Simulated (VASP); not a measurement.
# Cd (R-3m) in VASP: further runs

Cd is run at these levels: PBEsol; tasks: single point.

All numbers are computed with VASP 6.6.1; they aren't measurements. Logs are shortened: lines on timing, memory, paths and dates and some standing lists are left out, and cuts for length are marked.

### Step 1. The cell of the first run

The structure is trigonal, space group R-3m (No. 166). Conventional cell: a = 3.302 Å, b = 3.302 Å, c = 23.934 Å, α = 90.00°, β = 90.00°, γ = 120.00°. Cd (site symmetry -3m) has 12 Cd at 3.27 to 3.30 Å within 4.3 Å. Cd (site symmetry 3m) has 12 Cd at 3.27 to 3.30 Å within 4.3 Å.

### Step 2. Single point, PBEsol

File INCAR:

```
ALGO     = Normal         # electronic algorithm
EDIFF    = 1E-6           # SCF threshold, eV
ENCUT    = 520            # plane-wave cutoff, eV
GGA      = PS             # functional
ISIF     = 2              # what is computed and relaxed
ISMEAR   = 0              # smearing method
LASPH    = T              # aspherical terms in the spheres
LCHARG   = T              # write CHGCAR
LELF     = T              # ELF
LREAL    = F              # projectors in reciprocal space
LVHAR    = T            
LWAVE    = F              # write WAVECAR
NBANDS   = 25             # bands
NELM     = 100            # most SCF steps
PREC     = Accurate       # precision mode
SIGMA    = 0.1            # smearing width, eV
```

File KPOINTS:

```
k-points
0
Gamma
  6 6 6
```

File POSCAR:

```
Cd
1.0
    1.6507587543      0.9530660111      7.9780134786
   -1.6507587543      0.9530660111      7.9780134786
    0.0000000000     -1.9061320224      7.9780134786
Cd
3
Direct
    0.0000000000      0.0000000000      0.0000000000
    0.2222200000      0.2222200000      0.2222200000
    0.7777800000      0.7777800000      0.7777800000
```

Potentials or basis: VASP PAW PBE potentials, release 64 (Cd).

Launch:

```sh
cat potpaw_PBE.64/Cd/POTCAR > POTCAR
mpirun -np 1 vasp_std > vasp.out
```

OUTCAR:

```text
EDIFF = 1E-6
   ENCUT = 520
   GGA = PS
   ISIF = 2
   ISMEAR = 0
   LASPH = T
   LREAL = F
   NELM = 100
   PREC = Accurate

 ion  position               nearest neighbor table
   1  0.000  0.000  0.000-   3 3.27   3 3.27   2 3.27   2 3.27   3 3.27   2 3.27
   2  0.222  0.222  0.222-   3 3.27   3 3.27   3 3.27   1 3.27   1 3.27   1 3.27
   3  0.778  0.778  0.778-   2 3.27   2 3.27   2 3.27   1 3.27   1 3.27   1 3.27

  LATTYP: Found a trigonal (rhomboedric) cell.
 ALAT       =     8.2025629136
 COS(alpha) =     0.9189975651

  Lattice vectors:

 A1 = (   1.6507587543,   0.9530660111,   7.9780134786)
 A2 = (  -1.6507587543,   0.9530660111,   7.9780134786)
 A3 = (   0.0000000000,  -1.9061320224,   7.9780134786)

Analysis of symmetry for initial positions (statically):
=====================================================================
 Subroutine PRICEL returns:
 Original cell was already a primitive cell.

 Routine SETGRP: Setting up the symmetry group for a
 trigonal (rhombohedral) supercell.

 Subroutine GETGRP returns: Found 12 space group operations
 (whereof 12 operations were pure point group operations)
 out of a pool of 12 trial point group operations.

The static configuration has the point symmetry D_3d.

Analysis of symmetry for dynamics (positions and initial velocities):
=====================================================================
 Subroutine PRICEL returns:
 Original cell was already a primitive cell.

 Routine SETGRP: Setting up the symmetry group for a
 trigonal (rhombohedral) supercell.

 Subroutine GETGRP returns: Found 12 space group operations
 (whereof 12 operations were pure point group operations)
 out of a pool of 12 trial point group operations.

The dynamic configuration has the point symmetry D_3d.

 Subroutine INISYM returns: Found 12 space group operations
 (whereof 12 operations are pure point group operations),
 and found     1 'primitive' translations

----------------------------------------------------------------------------------------

                                     Primitive cell

  volume of cell :      75.3100

  direct lattice vectors                    reciprocal lattice vectors
     1.650758754  0.953066011  7.978013479     0.302891018  0.174874211  0.041781495
    -1.650758754  0.953066011  7.978013479    -0.302891018  0.174874211  0.041781495
     0.000000000 -1.906132022  7.978013479     0.000000000 -0.349748422  0.041781495

  length of vectors
     8.202562914  8.202562914  8.202562914     0.352235222  0.352235222  0.352235222

  position of ions in fractional coordinates (direct lattice)
     0.000000000  0.000000000  0.000000000
     0.222220000  0.222220000  0.222220000
     0.777780000  0.777780000  0.777780000

  ion indices of the primitive-cell ions
   primitive index   ion index
                 1           1
                 2           2
                 3           3

----------------------------------------------------------------------------------------

 KPOINTS: k-points

Automatic generation of k-mesh.
 Grid dimensions read from file:
 generate k-points for:    6    6    6

 Generating k-lattice:

  Cartesian coordinates                     Fractional coordinates (reciprocal lattice)
     0.050481836  0.029145702  0.006963583     0.166666667 -0.000000000  0.000000000
    -0.050481836  0.029145702  0.006963583    -0.000000000  0.166666667  0.000000000
     0.000000000 -0.058291404  0.006963583     0.000000000  0.000000000  0.166666667

  Length of vectors
     0.058705870  0.058705870  0.058705870

  Shift w.r.t. Gamma in fractional coordinates (k-lattice)
     0.000000000  0.000000000  0.000000000

 Subroutine IBZKPT returns following result:
 ===========================================

 Found     32 irreducible k-points:

 Following reciprocal coordinates:
            Coordinates               Weight
  0.000000  0.000000  0.000000      1.000000
  0.166667 -0.000000 -0.000000      6.000000
  0.333333 -0.000000 -0.000000      6.000000
  0.500000  0.000000 -0.000000      3.000000
  0.166667  0.166667 -0.000000      6.000000
  0.333333  0.166667 -0.000000     12.000000
[... 16 lines left out ...]
  0.500000  0.500000  0.166667      6.000000
 -0.333333  0.500000  0.166667     12.000000
 [... further k-points ...]
   k-points           NKPTS =     32   k-points in BZ     NKDIM =     32   number of bands    NBANDS=     25
   number of dos      NEDOS =    301   number of ions     NIONS =      3
   total plane-waves  NPLWV = 262144
   dimension x,y,z NGX =    64 NGY =   64 NGZ =   64
   dimension x,y,z NGXF=   128 NGYF=  128 NGZF=  128
   ions per type =               3
   NGX,Y,Z   is equivalent  to a cutoff of  12.97, 12.97, 12.97 a.u.
   NGXF,Y,Z  is equivalent  to a cutoff of  25.94, 25.94, 25.94 a.u.
 SYSTEM =  unknown system
   PREC   = accura    normal or accurate (medium, high low for compatibility)
   ISTART =      0    job   : 0-new  1-cont  2-samecut
   ICHARG =      2    charge: 1-file 2-atom 10-const
   ISPIN  =      1    spin polarized calculation?
   LNONCOLLINEAR =      F non collinear calculations
   LSORBIT =      F    spin-orbit coupling
   LASPH  =      T    aspherical Exc in radial PAW
   ENCUT  =  520.0 eV  38.22 Ry    6.18 a.u.  15.25 15.25 15.25*2*pi/ulx,y,z
   NELM   =    100;   NELMIN=  2; NELMDL= -5     # of ELM steps
   EDIFF  = 0.1E-05   stopping-criterion for ELM
   LREAL  =      F    real-space projection
[... 7 lines left out ...]
   TEBEG  =    0.0;   TEEND  =   0.0 temperature during run
   PSTRESS=    0.0 pullay stress
   NELECT =      36.0000    total number of electrons
   NUPDOWN=      -1.0000    fix difference up-down
   EMIN   =  10.00;   EMAX   =-10.00  energy-range for DOS
   EFERMI =   0.00;   METHOD = LEGACY
   ISMEAR =     0;   SIGMA  =   0.10  broadening in eV -4-tet -1-fermi 0-gaus
   EFERMI_NEDOS =   21; number of points for ismear=-14 and -15
   IALGO  =     38    algorithm
   IMIX   =      4    mixing-type and parameters
     AMIX     =   0.40;   BMIX     =  1.00
     AMIX_MAG =   1.60;   BMIX_MAG =  1.00
  volume/ion in A,a.u.               =      25.10       169.41
  Fermi-wavevector in a.u.,A,eV,Ry     =   1.280044  2.418932 22.293307  1.638512
  Thomas-Fermi vector in A             =   2.412494
   LORBIT       =      0    0 simple, 1 ext, 2 COOP (PROOUT), +10 PAW based schemes
   GGA     = PS    functional components
   LHFCALC =     F    Hartree Fock is set to
   AEXX    =    0.0000 exact exchange contribution
   IVDW    =     0    specifies the selected vdW correction
   LEPSILON=     F    determine dielectric tensor
   LRPA    =     F    only Hartree local field effects (RPA)
 non-spin polarized calculation
 Gauss-broadening in eV      SIGMA  =   0.10
  energy-cutoff  :      520.00
  volume of cell :       75.31
 maximum number of plane-waves:      2051
 NGX is ok and might be reduce to    64
   NGX = 31   NGY = 31   NGZ = 31

 number of electron      36.0000001 magnetization

 Free energy of the ion-electron system (eV)
  ---------------------------------------------------
  ext. energy  EPLUGINS =         0.00000000
  ---------------------------------------------------
  free energy    TOTEN  =        -3.15663751 eV

  energy without entropy =       -3.14777751  energy(sigma->0) =       -3.15220751

 E-fermi :   1.7367     XC(G=0): -10.4376

 val. band max:        1.6694583752   @ k =   0.5000   0.3333   0.3333
 cond. band min:       1.7407839686   @ k =  -0.3333   0.5000   0.1667
 fundamental gap:      0.0713255934
 Fermi energy:         1.7367316124

 k-point     1 :       0.0000    0.0000    0.0000
  band No.  band energies     occupation
      1      -7.2561      2.00000
      2      -7.2239      2.00000
      3      -7.0045      2.00000
      4      -7.0045      2.00000
      5      -6.9867      2.00000
      6      -6.9812      2.00000
[... 17 lines left out ...]
     24      13.3503      0.00000
     25      14.3641      0.00000

 k-point     2 :       0.1667   -0.0000   -0.0000
  band No.  band energies     occupation
      1      -7.2086      2.00000
      2      -7.1654      2.00000
      3      -7.0521      2.00000
      4      -7.0263      2.00000
      5      -6.9643      2.00000
      6      -6.9178      2.00000
[... 17 lines left out ...]
     24      11.6614      0.00000
     25      12.3112      0.00000

 k-point     3 :       0.3333   -0.0000   -0.0000
  band No.  band energies     occupation
      1      -7.3333      2.00000
      2      -7.2794      2.00000
      3      -7.2295      2.00000
      4      -7.1215      2.00000
      5      -7.0888      2.00000
      6      -6.9742      2.00000
[... 17 lines left out ...]
     24       9.2801      0.00000
     25       9.6197      0.00000

 k-point     4 :       0.5000    0.0000   -0.0000
  band No.  band energies     occupation
      1      -7.3795      2.00000
      2      -7.3736      2.00000
      3      -7.3398      2.00000
      4      -7.2483      2.00000
      5      -7.1733      2.00000
      6      -7.0191      2.00000
[... 17 lines left out ...]
     24       8.7086      0.00000
     25       8.7481      0.00000
[... 477 lines left out ...]
 k-point    22 :      -0.1667    0.3333    0.1667
  band No.  band energies     occupation
      1      -7.3196      2.00000
      2      -7.2687      2.00000
      3      -7.2152      2.00000
      4      -7.0903      2.00000
      5      -7.0174      2.00000
      6      -7.0052      2.00000
[... 17 lines left out ...]
     24       7.5043      0.00000
     25       8.3656      0.00000

 k-point    23 :       0.5000    0.5000    0.1667
  band No.  band energies     occupation
      1      -7.3740      2.00000
      2      -7.2746      2.00000
      3      -7.1836      2.00000
      4      -7.1540      2.00000
      5      -7.0257      2.00000
      6      -6.9590      2.00000
[... 17 lines left out ...]
     24      10.6424      0.00000
     25      11.0980      0.00000

 k-point    24 :      -0.3333    0.5000    0.1667
  band No.  band energies     occupation
      1      -7.3002      2.00000
      2      -7.2891      2.00000
      3      -7.1916      2.00000
      4      -7.1156      2.00000
      5      -7.0766      2.00000
      6      -6.9618      2.00000
[... 17 lines left out ...]
     24       7.1843      0.00000
     25       8.2411      0.00000

 [... further k-points ...]

------------------------ aborting loop because EDIFF is reached ----------------------------------------

  FORCE on cell =-STRESS in cart. coord.  units (eV):
  Direction    XX          YY          ZZ          XY          YZ          ZX
  --------------------------------------------------------------------------------------
  -------------------------------------------------------------------------------------
  Total       -2.7366261     -2.7366261     -2.2348258      0.0000000      0.0000000      0.0000000
  in kB      -58.2201659    -58.2201659    -47.5446507      0.0000000      0.0000000      0.0000000
  external PRESSURE =     -54.6616609 kB  Pullay stress =       0.0000000 kB

 VOLUME and BASIS-vectors are now :
 -----------------------------------------------------------------------------
  energy-cutoff  :      520.00
  volume of cell :       75.31
      direct lattice vectors                 reciprocal lattice vectors
     1.650758754  0.953066011  7.978013479     0.302891018  0.174874211  0.041781495
    -1.650758754  0.953066011  7.978013479    -0.302891018  0.174874211  0.041781495
     0.000000000 -1.906132022  7.978013479     0.000000000 -0.349748422  0.041781495

 POSITION                                       TOTAL-FORCE (eV/Angst)
 -----------------------------------------------------------------------------------
      0.00000      0.00000      0.00000         0.000000      0.000000      0.000000
      0.00000     -0.00000      5.31862         0.000000     -0.000000      0.043964
      0.00000     -0.00000     18.61542         0.000000      0.000000     -0.043964
 -----------------------------------------------------------------------------------
    total drift:                               -0.000000     -0.000000      0.000000

  FREE ENERGIE OF THE ION-ELECTRON SYSTEM (eV)
  ---------------------------------------------------
  free  energy   TOTEN  =        -3.1566375052 eV

  energy  without entropy=       -3.1477775092  energy(sigma->0) =       -3.15220751
```

It took 6 min on 1 thread of AMD EPYC 7R13 (Zen 3), shared host; peak memory 0.47 GiB.

Results:

```
Free energy            : -3.1566 eV
Pressure               : -5.5 GPa
Largest force          : 0.044 eV/Å
Band gap on the k mesh : zero (bands 18 and 19 overlap by 1.64 eV)
```

Forces on the atoms (eV/Å):
```
Cd   0.000  0.000  0.000
Cd   0.000  0.000  0.044
Cd   0.000  0.000 -0.044
```

Levels at points of the mesh, in eV from the Fermi level:
```tsv
k point	band 16	band 17	band 18	band 19	band 20	band 21
(0.00, 0.00, 0.00)	-7.85	-5.06	-5.06	3.11	3.11	11.51
(0.50, 0.00, 0.00)	-2.39	-2.30	-1.04	-0.23	0.98	1.43
(0.50, 0.50, 0.00)	-2.18	-2.15	-1.47	-0.95	1.80	2.57
(0.50, 0.50, 0.50)	-7.20	-7.15	-1.77	-1.39	8.79	8.80
```

Caveat: the k points lie up to 0.37 Å⁻¹ apart, too coarse for converged energies and pressures of a metal; the PAW data sets were made with another functional, which shifts forces and pressure a little.

(Continued in part 2 of 2.)
